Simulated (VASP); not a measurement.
Write the native input for VASP 6.6.1 that does the following.

* Task: single point
* Functional: BLYP
* Potentials or basis: VASP PAW PBE potentials, release 64 (Mg)
* Cutoff: 520 eV
* k mesh: 13 × 13 × 13
* Occupations: fermi-dirac, width 0.1 eV
* Spin: no spin polarisation
* Dipole correction: no
* Further INCAR settings: ALGO = Normal; EDIFF = 1e-06; NBANDS = 9

The structure of Mg lies in POSCAR:

```
Mg
1.0
    0.0000000000      3.5675972999      3.5675972999
    3.5675972999      0.0000000000      3.5675972999
    3.5675972999      3.5675972999      0.0000000000
Mg
2
Direct
    0.1250000000      0.1250000000      0.1250000000
    0.8750000000      0.8750000000      0.8750000000
```

This isn't the form of Mg at room conditions, which is hcp.

These files were run (other wordings do the same):

INCAR

```
SYSTEM = Mg
PREC = Accurate ; ENCUT = 520
EDIFF = 1E-6 ; ISMEAR = -1
SIGMA = 0.1 ; LREAL = .False.
LASPH = .True. ; NELM = 100
ALGO = Normal ; ISIF = 2
LWAVE = .False. ; LCHARG = .False.
GGA = B5 ; ALDAX = 1.0
AGGAX = 1.0 ; AGGAC = 1.0
ALDAC = 0.0 ; NBANDS = 9
```

KPOINTS

```
regular mesh
0
Gamma
  13 13 13
  0 0 0
```

Potentials or basis: VASP PAW PBE potentials, release 64 (Mg).

Run with:

```console
$ cat potpaw_PBE.64/Mg/POTCAR > POTCAR
$ mpirun -np 1 vasp_std > vasp.out
```

Results of the run:

```json
{"Pressure": "0.0 GPa", "Band gap on the k mesh": "zero (bands 2 and 3 overlap by 3.02 eV)"}
```

Caveat: the PAW data sets were made with another functional, which shifts forces and pressure a little.

Wall time 86 s on 1 thread of Intel Xeon 8259CL, on a shared host, peak memory 0.26 GiB.
